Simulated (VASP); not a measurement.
# P (Cmce) in VASP: further runs, part 2 of 2

VASP 6.6.1.

### 4 Single point, PBE+D3(BJ)

This run uses another cell than the first one, of 20.05 Å³/atom, 1.043 times its volume.

Input file INCAR:

```
SYSTEM = P
  PREC = Accurate
  ENCUT = 520
  EDIFF = 1E-6
  ISMEAR = -1
  SIGMA = 0.05
  LREAL = .False.
  LASPH = .True.
  NELM = 60
  ALGO = Normal
  ISIF = 2
  LWAVE = .False.
  LCHARG = .False.
  GGA = PE
  IVDW = 12
  NBANDS = 18
```

Input file KPOINTS:

```
regular mesh
0
Gamma
  8 8 6
  0 0 0
```

Input file POSCAR:

```
P
1.0
    1.6366841122     -5.4283585144      0.0000000000
    1.6366841122      5.4283585144      0.0000000000
    0.0000000000      0.0000000000      4.5131404726
P
4
Direct
    0.9041431300      0.0958568700      0.5888151700
    0.0958568700      0.9041431300      0.4111848300
    0.5958568700      0.4041431300      0.0888151700
    0.4041431300      0.5958568700      0.9111848300
```

Potentials or basis: VASP PAW PBE potentials, release 64 (P).

The run is started by

```
cat potpaw_PBE.64/P/POTCAR > POTCAR
mpirun -np 1 vasp_std > vasp.out
```

OUTCAR:

```text
SYSTEM = P
   PREC = Accurate
   ENCUT = 520
   EDIFF = 1E-6
   ISMEAR = -1
   LREAL = .False.
   LASPH = .True.
   NELM = 60
   ISIF = 2
   GGA = PE
   IVDW = 12
 IVDW          = 12

 ion  position               nearest neighbor table
   1  0.904  0.096  0.589-   4 2.19   4 2.19   2 2.23
   2  0.096  0.904  0.411-   3 2.19   3 2.19   1 2.23
   3  0.596  0.404  0.089-   2 2.19   2 2.19   4 2.23
   4  0.404  0.596  0.911-   1 2.19   1 2.19   3 2.23

  LATTYP: Found a base centered orthorhombic cell.
[... 707 lines left out ...]

  FORCE on cell =-STRESS in cart. coord.  units (eV):
  Direction    XX          YY          ZZ          XY          YZ          ZX
  --------------------------------------------------------------------------------------
  -------------------------------------------------------------------------------------
  Total       0.37124     0.05352     0.21165     0.00000    -0.00000     0.00000
  in kB       7.41690     1.06933     4.22852     0.00000    -0.00000     0.00000
  external pressure =        4.24 kB  Pullay stress =        0.00 kB

 VOLUME and BASIS-vectors are now :
 -----------------------------------------------------------------------------
  energy-cutoff  :      520.00
  volume of cell :       80.19
      direct lattice vectors                 reciprocal lattice vectors
     1.636684112 -5.428358514  0.000000000     0.305495725 -0.092108876  0.000000000
     1.636684112  5.428358514  0.000000000     0.305495725  0.092108876  0.000000000
     0.000000000  0.000000000  4.513140473     0.000000000  0.000000000  0.221575199

 POSITION                                       TOTAL-FORCE (eV/Angst)
 -----------------------------------------------------------------------------------
      1.63668     -4.38767      2.65741         0.000000      0.278853     -0.382018
      1.63668      4.38767      1.85573         0.000000     -0.278853      0.382018
      1.63668     -1.04069      0.40084         0.000000     -0.278853     -0.382018
      1.63668      1.04069      4.11231         0.000000      0.278853      0.382018
 -----------------------------------------------------------------------------------
    total drift:                               -0.000000     -0.000000      0.000000

  FREE ENERGIE OF THE ION-ELECTRON SYSTEM (eV)
  ---------------------------------------------------
  free  energy   TOTEN  =       -22.8514163185 eV

  energy  without entropy=      -22.8509512835  energy(sigma->0) =      -22.85118380
```

OSZICAR:

```text
N       E                     dE             d eps       ncg     rms          rms(c)
DAV:   1     0.664083596934E+02    0.66408E+02   -0.83465E+03  3024   0.941E+02
DAV:   2    -0.173485713345E+02   -0.83757E+02   -0.80326E+02  4008   0.159E+02
DAV:   3    -0.216017847653E+02   -0.42532E+01   -0.42247E+01  4032   0.362E+01
DAV:   4    -0.216503536133E+02   -0.48569E-01   -0.48532E-01  3970   0.458E+00
DAV:   5    -0.216512730512E+02   -0.91944E-03   -0.91928E-03  3930   0.601E-01    0.107E+01
DAV:   6    -0.215179463163E+02    0.13333E+00   -0.73898E-02  3590   0.140E+00    0.637E+00
DAV:   7    -0.214651345796E+02    0.52812E-01   -0.12997E-01  3580   0.189E+00    0.331E-01
DAV:   8    -0.214651006506E+02    0.33929E-04   -0.13700E-02  3366   0.661E-01    0.154E-01
DAV:   9    -0.214651936956E+02   -0.93045E-04   -0.52658E-04  3986   0.137E-01    0.804E-02
DAV:  10    -0.214652285676E+02   -0.34872E-04   -0.70619E-05  3710   0.453E-02    0.332E-02
DAV:  11    -0.214652404861E+02   -0.11918E-04   -0.16561E-05  3554   0.272E-02    0.127E-02
DAV:  12    -0.214652408899E+02   -0.40371E-06   -0.42620E-07  2232   0.405E-03
   1 F= -.22851416E+02 E0= -.22851184E+02  d E =-.465035E-03
```

Run time: 58 s. Hardware: 1 thread of Intel Xeon Platinum 8559C (Emerald Rapids), shared host; peak memory 0.28 GiB.

What came out:

| Item | Value |
| --- | --- |
| Free energy | -22.8514 eV |
| Pressure | 0.4 GPa |
| Largest force | 0.473 eV/Å |
| Band gap on the k mesh | 0.08 eV, direct |
| Dispersion energy per atom | -0.347 eV |

Forces in eV/Å, atoms in the order of the input:
```
P    0.000  0.279 -0.382
P    0.000 -0.279  0.382
P    0.000 -0.279 -0.382
P    0.000  0.279  0.382
```

Levels at points of the mesh, in eV from the valence-band top:
| k point | band 6 | band 7 | band 8 | band 9 | band 10 | band 11 | band 12 | band 13 | band 14 | band 15 |
| --- | --- | --- | --- | --- | --- | --- | --- | --- | --- | --- |
| (0.00, 0.00, 0.00) | -4.92 | -4.15 | -2.87 | -2.62 | -1.27 | 0.53 | 0.98 | 1.91 | 2.85 | 5.48 |
| (0.50, 0.00, 0.00) | -5.70 | -3.47 | -3.47 | -2.71 | -2.71 | 0.63 | 0.63 | 1.43 | 1.43 | 3.33 |
| (0.50, 0.50, 0.00) | -5.50 | -4.25 | -2.46 | -1.64 | 0.00 | 0.08 | 0.75 | 2.15 | 2.74 | 5.08 |
| (0.00, 0.00, 0.50) | -4.50 | -3.34 | -3.34 | -1.70 | -1.70 | 1.47 | 1.47 | 2.90 | 2.90 | 4.63 |
| (0.50, 0.00, 0.50) | -5.79 | -5.41 | -5.41 | -1.86 | -1.86 | 1.63 | 1.63 | 3.44 | 3.44 | 4.95 |
| (0.50, 0.50, 0.50) | -3.37 | -2.85 | -2.85 | -2.01 | -2.01 | 1.41 | 1.41 | 2.59 | 2.59 | 3.16 |

A k mesh can miss the band edges.

### 5 Single point, PBE+D3(BJ)

This run uses another cell than the first one, of 20.46 Å³/atom, 1.064 times its volume.

Input file INCAR:

```
PREC     = Accurate       # precision mode
ENCUT    = 520            # plane-wave cutoff, eV
EDIFF    = 1E-7           # SCF threshold, eV
ISMEAR   = -1             # smearing method
SIGMA    = 0.05           # smearing width, eV
LREAL    = False          # projectors in reciprocal space
LASPH    = True           # aspherical terms in the spheres
NELM     = 100            # most SCF steps
ALGO     = Normal         # electronic algorithm
ISIF     = 2              # what is computed and relaxed
LWAVE    = False          # write WAVECAR
LCHARG   = False          # write CHGCAR
GGA      = PE             # functional
IVDW     = 12             # dispersion correction
NBANDS   = 18             # bands
```

Input file KPOINTS:

```
Automatic mesh
0
Gamma
  8 8 6
```

Input file POSCAR:

```
P
1.0
    1.6477431241     -5.4650377251      0.0000000000
    1.6477431241      5.4650377251      0.0000000000
    0.0000000000      0.0000000000      4.5436355900
P
4
Direct
    0.9041431300      0.0958568700      0.5888151700
    0.0958568700      0.9041431300      0.4111848300
    0.5958568700      0.4041431300      0.0888151700
    0.4041431300      0.5958568700      0.9111848300
```

Potentials or basis: VASP PAW PBE potentials, release 64 (P).

The run is started by

```
cat potpaw_PBE.64/P/POTCAR > POTCAR
mpirun -np 1 vasp_std > vasp.out
```

OUTCAR:

```text
PREC = Accurate
   ENCUT = 520
   EDIFF = 1E-7
   ISMEAR = -1
   LREAL = False
   LASPH = True
   NELM = 100
   ISIF = 2
   GGA = PE
   IVDW = 12
 IVDW          = 12

 ion  position               nearest neighbor table
   1  0.904  0.096  0.589-   4 2.20   4 2.20   2 2.25
   2  0.096  0.904  0.411-   3 2.20   3 2.20   1 2.25
   3  0.596  0.404  0.089-   2 2.20   2 2.20   4 2.25
   4  0.404  0.596  0.911-   1 2.20   1 2.20   3 2.25

  LATTYP: Found a base centered orthorhombic cell.
 ALAT       =     3.2954862482
 B/A-ratio  =     3.3166806435
 C/A-ratio  =     1.3787451222

  Lattice vectors:

 A1 = (   1.6477431241,  -5.4650377251,   0.0000000000)
 A2 = (   1.6477431241,   5.4650377251,   0.0000000000)
 A3 = (   0.0000000000,   0.0000000000,   4.5436355900)

Analysis of symmetry for initial positions (statically):
=====================================================================
 Subroutine PRICEL returns:
 Original cell was already a primitive cell.

 Routine SETGRP: Setting up the symmetry group for a
 base centered orthorhombic supercell.

 Subroutine GETGRP returns: Found  8 space group operations
 (whereof  4 operations were pure point group operations)
 out of a pool of  8 trial point group operations.

The static configuration has the point symmetry C_2h.
 The point group associated with its full space group is D_2h.

Analysis of symmetry for dynamics (positions and initial velocities):
=====================================================================
 Subroutine PRICEL returns:
 Original cell was already a primitive cell.

 Routine SETGRP: Setting up the symmetry group for a
 base centered orthorhombic supercell.

 Subroutine GETGRP returns: Found  8 space group operations
 (whereof  4 operations were pure point group operations)
 out of a pool of  8 trial point group operations.

The dynamic configuration has the point symmetry C_2h.
 The point group associated with its full space group is D_2h.

 Subroutine INISYM returns: Found  8 space group operations
[... 122 lines left out ...]
  volume/ion in A,a.u.               =      20.46       138.06
  Fermi-wavevector in a.u.,A,eV,Ry     =   1.023559  1.934246 14.254450  1.047673
  Thomas-Fermi vector in A             =   2.157299
   LORBIT       =      0    0 simple, 1 ext, 2 COOP (PROOUT), +10 PAW based schemes
   GGA     = PE    functional components
   LHFCALC =     F    Hartree Fock is set to
   AEXX    =    0.0000 exact exchange contribution
   IVDW    =    12    specifies the selected vdW correction
   LEPSILON=     F    determine dielectric tensor
   LRPA    =     F    only Hartree local field effects (RPA)
 non-spin polarized calculation
  energy-cutoff  :      520.00
  volume of cell :       81.83
 maximum number of plane-waves:      2226
   NGX = 21   NGY = 21   NGZ = 17

 number of electron      20.0000004 magnetization

 Free energy of the ion-electron system (eV)
  ---------------------------------------------------
  ext. energy  EPLUGINS =         0.00000000
  ---------------------------------------------------
  free energy    TOTEN  =       -21.49072469 eV

  energy without entropy =      -21.49032755  energy(sigma->0) =      -21.49052612

 E-fermi :   5.9379     XC(G=0):  -9.4249

 val. band max:        5.8829817505   @ k =   0.5000   0.5000   0.0000
 cond. band min:       5.9929226426   @ k =   0.5000   0.5000   0.0000
 fundamental gap:      0.1099408921
 Fermi energy:         5.9378705863

 k-point     1 :       0.0000    0.0000    0.0000
  band No.  band energies     occupation
      1      -9.9430      2.00000
      2      -7.1975      2.00000
      3      -3.9261      2.00000
      4      -0.9007      2.00000
      5       0.9127      2.00000
      6       0.9771      2.00000
[... 481 lines left out ...]
      5      -0.3921      2.00000
      6       0.0379      2.00000
[... 10 lines left out ...]
     17      11.4035      0.00000
     18      12.6727      0.00000

 [... further k-points ...]

------------------------ aborting loop because EDIFF is reached ----------------------------------------

 Edisp (eV)   -1.35739

 E8    (eV) :    -0.5135

  FORCE on cell =-STRESS in cart. coord.  units (eV):
  Direction    XX          YY          ZZ          XY          YZ          ZX
  --------------------------------------------------------------------------------------
  -------------------------------------------------------------------------------------
  Total      -0.60598    -0.55618    -0.51557     0.00000    -0.00000     0.00000
  in kB     -11.86458   -10.88957   -10.09447     0.00000    -0.00000     0.00000
  external pressure =      -10.95 kB  Pullay stress =        0.00 kB

 VOLUME and BASIS-vectors are now :
 -----------------------------------------------------------------------------
  energy-cutoff  :      520.00
  volume of cell :       81.83
      direct lattice vectors                 reciprocal lattice vectors
     1.647743124 -5.465037725  0.000000000     0.303445357 -0.091490677  0.000000000
     1.647743124  5.465037725  0.000000000     0.303445357  0.091490677  0.000000000
     0.000000000  0.000000000  4.543635590     0.000000000  0.000000000  0.220088073

 POSITION                                       TOTAL-FORCE (eV/Angst)
 -----------------------------------------------------------------------------------
      1.64774     -4.41731      2.67536         0.000000      0.140803     -0.267238
      1.64774      4.41731      1.86827         0.000000     -0.140803      0.267238
      1.64774     -1.04772      0.40354         0.000000     -0.140803     -0.267238
      1.64774      1.04772      4.14009         0.000000      0.140803      0.267238
 -----------------------------------------------------------------------------------
    total drift:                               -0.000000     -0.000000      0.000000

  FREE ENERGIE OF THE ION-ELECTRON SYSTEM (eV)
  ---------------------------------------------------
  free  energy   TOTEN  =       -22.8481140236 eV

  energy  without entropy=      -22.8477168846  energy(sigma->0) =      -22.84791545
```

stdout:

```text
POSCAR found type information on POSCAR P
 POSCAR found :  1 types and       4 ions
 scaLAPACK will be used
 LDA part: xc-table for (Slater+PW92), standard interpolation
 POSCAR, INCAR and KPOINTS ok, starting setup
 FFT: planning ... GRIDC
 FFT: planning ... GRID_SOFT
 FFT: planning ... GRID
 WAVECAR not read
 entering main loop
```

It took 62 s on 1 thread of Intel Xeon Platinum 8559C (Emerald Rapids), shared host; peak memory 0.27 GiB.

Results:

* Free energy: -22.8481 eV
* Pressure: -1.1 GPa
* Largest force: 0.302 eV/Å
* Band gap on the k mesh: 0.11 eV, direct
* Dispersion energy per atom: -0.339 eV

Forces in eV/Å, atoms in the order of the input:
```
P    0.000  0.141 -0.267
P    0.000 -0.141  0.267
P    0.000 -0.141 -0.267
P    0.000  0.141  0.267
```

A k mesh can miss the band edges.

### 6 Single point, BLYP

This run uses another cell than the first one, of 20.46 Å³/atom, 1.064 times its volume.

Input file INCAR:

```
SYSTEM = P
PREC     = Accurate       ! precision mode
ENCUT    = 520            ! plane-wave cutoff, eV
EDIFF    = 1E-7           ! SCF threshold, eV
ISMEAR   = -1             ! smearing method
SIGMA    = 0.05           ! smearing width, eV
LREAL    = .FALSE.        ! projectors in reciprocal space
LASPH    = .TRUE.         ! aspherical terms in the spheres
NELM     = 100            ! most SCF steps
ALGO     = Normal         ! electronic algorithm
ISIF     = 2              ! what is computed and relaxed
LWAVE    = .FALSE.        ! write WAVECAR
LCHARG   = .FALSE.        ! write CHGCAR
GGA      = B5             ! functional
ALDAX    = 1.0          
AGGAX    = 1.0          
AGGAC    = 1.0          
ALDAC    = 0.0          
NBANDS   = 18             ! bands
```

Input file KPOINTS:

```
regular mesh
0
G
  8 8 6
  0 0 0
```

POSCAR is that of step 5.

Potentials or basis: VASP PAW PBE potentials, release 64 (P).

The run is started by

```
cat potpaw_PBE.64/P/POTCAR > POTCAR
mpirun -np 1 vasp_std > vasp.out
```

Wall time 76 s (1 thread of Intel Xeon Platinum 8559C (Emerald Rapids), shared host); peak memory 0.27 GiB.

It converged, with:

```
Free energy            : -18.5936 eV
Pressure               : 6.2 GPa
Largest force          : 0.433 eV/Å
Band gap on the k mesh : 0.21 eV, direct
```

Forces on the atoms (eV/Å):
```
P    0.000  0.326 -0.285
P    0.000 -0.326  0.285
P    0.000 -0.326 -0.285
P    0.000  0.326  0.285
```

Stress tensor (GPa, compression positive):
```
6.83 0.00 0.00
0.00 5.53 0.00
0.00 0.00 6.35
```

Levels at points of the mesh, in eV from the valence-band top:
| k point | band 8 | band 9 | band 10 | band 11 | band 12 | band 13 |
| --- | --- | --- | --- | --- | --- | --- |
| (0.00, 0.00, 0.00) | -2.75 | -2.60 | -1.20 | 0.68 | 1.22 | 2.02 |
| (0.50, 0.00, 0.00) | -3.35 | -2.58 | -2.58 | 0.79 | 0.79 | 1.58 |
| (0.50, 0.50, 0.00) | -2.45 | -1.57 | 0.00 | 0.21 | 0.98 | 2.21 |
| (0.00, 0.00, 0.50) | -3.28 | -1.65 | -1.65 | 1.53 | 1.53 | 2.94 |
| (0.50, 0.00, 0.50) | -5.23 | -1.80 | -1.80 | 1.77 | 1.77 | 3.48 |
| (0.50, 0.50, 0.50) | -2.77 | -1.95 | -1.95 | 1.53 | 1.53 | 2.62 |

Caveat: the PAW data sets were made with another functional, which shifts forces and pressure a little.

### 7 The runs side by side

| level | cell | gap on the mesh (eV) | pressure (GPa) | largest force (eV/Å) |
| --- | --- | --- | --- | --- |
| PBE+D3(BJ) | a = 5.592, b = 5.592, c = 4.451 Å, angles 90.0, 90.0, 146.4°, 4 atoms | 0.02 | 4.0 | 0.87 |
| PBE+D3(BJ) | a = 5.631, b = 5.631, c = 4.482 Å, angles 90.0, 90.0, 146.4°, 4 atoms | 0.05 | 2.1 | 0.66 |
| PBE+D3(BJ) | a = 5.670, b = 5.670, c = 4.513 Å, angles 90.0, 90.0, 146.4°, 4 atoms | 0.08 | 0.4 | 0.47 |
| PBE+D3(BJ) | a = 5.708, b = 5.708, c = 4.544 Å, angles 90.0, 90.0, 146.4°, 4 atoms | 0.11 | -1.1 | 0.30 |
| BLYP | a = 5.708, b = 5.708, c = 4.544 Å, angles 90.0, 90.0, 146.4°, 4 atoms | 0.21 | 6.2 | 0.43 |

Alike in all rows: task single point; potentials or basis VASP PAW PBE potentials, release 64 (P); no spin polarisation; k mesh 8 × 8 × 6; cutoff (eV) 520; smearing fermi-dirac 0.05 eV.

Caveats: the PAW data sets were made with another functional, which shifts forces and pressure a little (some runs).

Absolute energies hang on the potentials; compare differences alone.
